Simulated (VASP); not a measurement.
Write the native input for VASP 6.6.1 that does the following.

```
Task                   : single point
Functional             : PBE
Potentials or basis    : VASP PAW PBE potentials, release 64 (Mn_pv, O)
Cutoff                 : 600 eV
k mesh                 : 6 × 6 × 2
Occupations            : gaussian, width 0.1 eV
Spin                   : collinear spin, ferromagnetic start
Starting moments       : [4.0, 4.0, 4.0, 4.0, 0.0, 0.0, 0.0, 0.0] μB
Dipole correction      : no
Further INCAR settings : ALGO = Normal; EDIFF = 1e-06; NBANDS = 52
```

The structure of MnO lies in POSCAR:

```
MnO
1.0
    3.1132571307      0.0000000000      0.0000000000
   -1.5566285654      2.6961597637      0.0000000000
    0.0000000000      0.0000000000     10.6094734475
Mn O
4 4
Direct
    0.3333333333      0.6666666667      0.8781868432
    0.6666666667      0.3333333333      0.1218131568
    0.6666666667      0.3333333333      0.3781868432
    0.3333333333      0.6666666667      0.6218131568
    0.6666666667      0.3333333333      0.7500000000
    0.0000000000      0.0000000000      0.0000000000
    0.3333333333      0.6666666667      0.2500000000
    0.0000000000      0.0000000000      0.5000000000
```

The input as run:

INCAR

```
  PREC = Accurate
  ENCUT = 600
  EDIFF = 1E-6
  ISMEAR = 0
  SIGMA = 0.1
  LREAL = False
  LASPH = True
  NELM = 200
  ALGO = Normal
  ISIF = 2
  LWAVE = False
  LCHARG = False
  ISPIN = 2
  MAGMOM = 4 4 4 4 0 0 0 0
  LORBIT = 11
  LMAXMIX = 4
  GGA = PE
  NBANDS = 52
  GGA_COMPAT = False
```

KPOINTS

```
regular mesh
0
Gamma
  6 6 2
```

Potentials or basis: VASP PAW PBE potentials, release 64 (Mn_pv, O).

Launch:

```sh
$ cat potpaw_PBE.64/Mn_pv/POTCAR potpaw_PBE.64/O/POTCAR > POTCAR
$ mpirun -np 1 vasp_std > vasp.out
```

It gave:

```yaml
Pressure: 0.0 GPa
Net_moment: 19.21 μB per cell
Site_moments: Mn +4.35; O +0.20, +0.21 (each value once) μB
Valence_electrons_inside_the_program's_atomic_spheres: Mn 11.36; O 4.95, 4.98 (each value once)
```

Caveat: the k points lie up to 0.39 Å⁻¹ apart; the run started ferromagnetic, and an antiferromagnetic order may lie lower in energy.

Wall time 6.2 min on 1 thread of Oxide Virtual Turin-like Processor, on a shared host, peak memory 0.32 GiB.
